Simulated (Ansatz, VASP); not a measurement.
MgO: VASP beside Ansatz

Contents of INCAR:

```
PREC = Accurate ; ENCUT = 520
EDIFF = 1E-7 ; ISMEAR = 0
SIGMA = 0.05 ; LREAL = False
LASPH = True ; NELM = 80
ALGO = Normal ; ISIF = 2
LWAVE = False ; LCHARG = True
GGA = PS ; LELF = True
LVHAR = True ; NBANDS = 16
```

The input KPOINTS:

```
regular mesh
0
Gamma
  9 9 6
```

The input POSCAR:

```
MgO
1.0
    3.3783000000      0.0000000000      0.0000000000
   -1.6891500000      2.9256936216      0.0000000000
    0.0000000000      0.0000000000      4.3345000000
Mg O
2 2
Direct
    0.6666666667      0.3333333333      0.7500000000
    0.3333333333      0.6666666667      0.2500000000
    0.6666666667      0.3333333333      0.2500000000
    0.3333333333      0.6666666667      0.7500000000
```

Input for Ansatz:

```yaml
crystal:
  lattice:
    - [3.3783, 0.0, 0.0]
    - [-1.68915, 2.9256936216, 0.0]
    - [0.0, 0.0, 4.3345]
  atoms:
    - { symbol: Mg, position: [0.6666666667, 0.3333333333, 0.75] }
    - { symbol: Mg, position: [0.3333333333, 0.6666666667, 0.25] }
    - { symbol: O, position: [0.6666666667, 0.3333333333, 0.25] }
    - { symbol: O, position: [0.3333333333, 0.6666666667, 0.75] }
basis:
  ecutwfc: 520.0
kpoints:
  mp_grid: { grid: [9, 9, 6] }
hamiltonian:
  xc: pbesol
  pseudopotentials: { kind: paw, azcp: { folder: soft_1 } }
scf:
  occupations: { method: gaussian, width: 0.05 }
output:
  forces: true
  stress: true
  eigenvalues: true
```

Alike in both runs: task single point; functional PBEsol; k mesh 9 × 9 × 6; occupations gaussian, width 0.05 eV; no spin polarisation.

```csv
,VASP,Ansatz
version,VASP 6.6.1,Ansatz 0.2.0
potentials or method,"VASP PAW PBE potentials, release 64 (Mg, O), cutoff 520 eV","scalar-relativistic, plane waves, PAW"
valence electrons in the cell,16,32
```

Ansatz gave:

* gap on the k mesh at the Fermi level (eV): 3.39
* least direct gap on the mesh (eV): 3.39
* pressure (GPa): 5.7
* traceless stress, the component that is largest in VASP (GPa): -8.17

Estimate VASP's values.

gap on the k mesh at the Fermi level (eV): 3.38; least direct gap on the mesh (eV): 3.38; pressure (GPa): 5.4; traceless stress, the component that is largest in VASP (GPa): -8.36.

VASP's potentials were made for PBE, not for PBEsol, and Ansatz warns of the same on its side. VASP's potentials hold 16 valence electrons a cell and Ansatz's 32, so a difference there can come from the potentials and not from the codes.
